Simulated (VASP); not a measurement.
Write the native input for VASP 6.6.1 that does the following.

* Task: single point
* Functional: PBE
* Potentials or basis: VASP PAW PBE potentials, release 64 (Zn, S)
* Cutoff: 520 eV
* k mesh: 6 × 6 × 6
* Occupations: gaussian, width 0.1 eV
* Spin: no spin polarisation
* Dipole correction: no
* Further INCAR settings: ALGO = Normal; EDIFF = 1e-06; NBANDS = 53

The structure of Zn2S3 lies in POSCAR:

```
Zn2S3
1.0
    3.0394157163      1.7548074820      5.8258683560
   -3.0394157163      1.7548074820      5.8258683560
    0.0000000000     -3.5096149640      5.8258683559
Zn S
4 6
Direct
    0.8544404494      0.8544404494      0.8544404494
    0.6455595506      0.6455595506      0.6455595506
    0.1455595506      0.1455595506      0.1455595506
    0.3544404494      0.3544404494      0.3544404494
    0.0449939981      0.4550060019      0.7500000000
    0.7500000000      0.0449939981      0.4550060019
    0.4550060019      0.7500000000      0.0449939981
    0.9550060019      0.5449939981      0.2500000000
    0.2500000000      0.9550060019      0.5449939981
    0.5449939981      0.2500000000      0.9550060019
```

One way to write it, as run:

INCAR

```
SYSTEM = Zn2S3
  PREC = Accurate
  ENCUT = 520
  EDIFF = 1E-6
  ISMEAR = 0
  SIGMA = 0.1
  LREAL = .FALSE.
  LASPH = .TRUE.
  NELM = 80
  ALGO = Normal
  ISIF = 2
  LWAVE = .FALSE.
  LCHARG = .FALSE.
  GGA = PE
  NBANDS = 53
```

KPOINTS

```
Automatic mesh
0
G
  6 6 6
  0 0 0
```

Potentials or basis: VASP PAW PBE potentials, release 64 (Zn, S).

Launch:

```console
$ cat potpaw_PBE.64/Zn/POTCAR potpaw_PBE.64/S/POTCAR > POTCAR
$ mpirun -np 1 vasp_std > vasp.out
```

Results of the run:

- Pressure: 0.1 GPa
- Largest force: 0.006 eV/Å
- Band gap on the k mesh: zero (bands 42 and 43 overlap by 0.42 eV)

Caveat: semilocal functionals underestimate gaps, and a narrow one can read as zero.

Wall time 14 min on 1 thread of Intel Xeon 8259CL, with other jobs on the host, peak memory 0.54 GiB.
